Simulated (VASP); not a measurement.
Set up this calculation in VASP 6.6.1, as the native input.

```
Task                   : single point
Functional             : PBEsol
Potentials or basis    : VASP PAW PBE potentials, release 64 (Mg, Be)
Cutoff                 : 520 eV
k mesh                 : 18 × 18 × 10
Occupations            : fermi-dirac, width 0.15 eV
Spin                   : no spin polarisation
Dipole correction      : no
Further INCAR settings : ALGO = Normal; EDIFF = 1e-06; NBANDS = 9
```

The structure of MgBe lies in POSCAR:

```
MgBe
1.0
    2.8750378384      0.0000000000      0.0000000000
   -1.4375189192      2.4898558049      0.0000000000
    0.0000000000      0.0000000000      4.2240540795
Mg Be
1 1
Direct
    0.3333333333      0.6666666667      0.0000000000
    0.6666666667      0.3333333333      0.5000000000
```

These files were run (other wordings do the same):

INCAR

```
SYSTEM = MgBe
  PREC = Accurate
  ENCUT = 520
  EDIFF = 1E-6
  ISMEAR = -1
  SIGMA = 0.15
  LREAL = .FALSE.
  LASPH = .TRUE.
  NELM = 60
  ALGO = Normal
  ISIF = 2
  LWAVE = .FALSE.
  LCHARG = .FALSE.
  GGA = PS
  NBANDS = 9
```

KPOINTS

```
Automatic mesh
0
G
  18 18 10
  0 0 0
```

Potentials or basis: VASP PAW PBE potentials, release 64 (Mg, Be).

Launch:

```sh
$ cat potpaw_PBE.64/Mg/POTCAR potpaw_PBE.64/Be/POTCAR > POTCAR
$ mpirun -np 1 vasp_std > vasp.out
```

It gave:

```yaml
Pressure: 0.1 GPa
Band_gap_on_the_k_mesh: zero (band 2 reaches 4.99 eV, above the bottom of band 3 at 2.72 eV)
```

Caveat: the PAW data sets were made with another functional, which shifts forces and pressure a little.

Wall time 15 s on 1 thread of Intel(R) Xeon(R) 6975P-C (Granite Rapids) (shared host), peak memory 0.2 GiB.
